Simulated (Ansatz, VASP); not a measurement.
**One calculation of B3Pd, two programs**

```
CELL_PARAMETERS angstrom
3.50553 0.00000 0.00000
-1.75277 3.03588 0.00000
0.00000 0.00000 6.69811
ATOMIC_POSITIONS crystal
B 0.50000 0.00000 0.24999
B 0.00000 0.50000 0.24999
B 0.50000 0.50000 0.24999
B 0.00000 0.50000 0.75001
B 0.50000 0.00000 0.75001
B 0.50000 0.50000 0.75001
Pd 0.00000 0.00000 0.00000
Pd 0.00000 0.00000 0.50000
```

Alike in both runs: functional PBE; k mesh 5 × 5 × 3; occupations gaussian, width 0.2 eV; no spin polarisation.

Ansatz relaxed the structure, and its values are those at the end. VASP's run is a single point on that final structure, the one shown.

|  | VASP | Ansatz |
| --- | --- | --- |
| version | VASP 6.6.1 | Ansatz 0.2.0 |
| potentials or method | VASP PAW PBE potentials, release 64 (B, Pd), cutoff 500 eV | scalar-relativistic, plane waves, PAW |
| valence electrons in the cell | 38 | 54 |

|  | VASP | Ansatz | Ansatz less VASP |
| --- | --- | --- | --- |
| gap on the k mesh at the Fermi level (eV) | none | none | - |
| pressure (GPa) | 0.0 | 0.0 | -0.02 |

A gap of «none» marks a metal or a gap that the smearing closes. VASP's potentials hold 38 valence electrons a cell and Ansatz's 54, so a difference there can come from the potentials and not from the codes.

The k mesh is coarse, so the values compare programs but aren't converged.
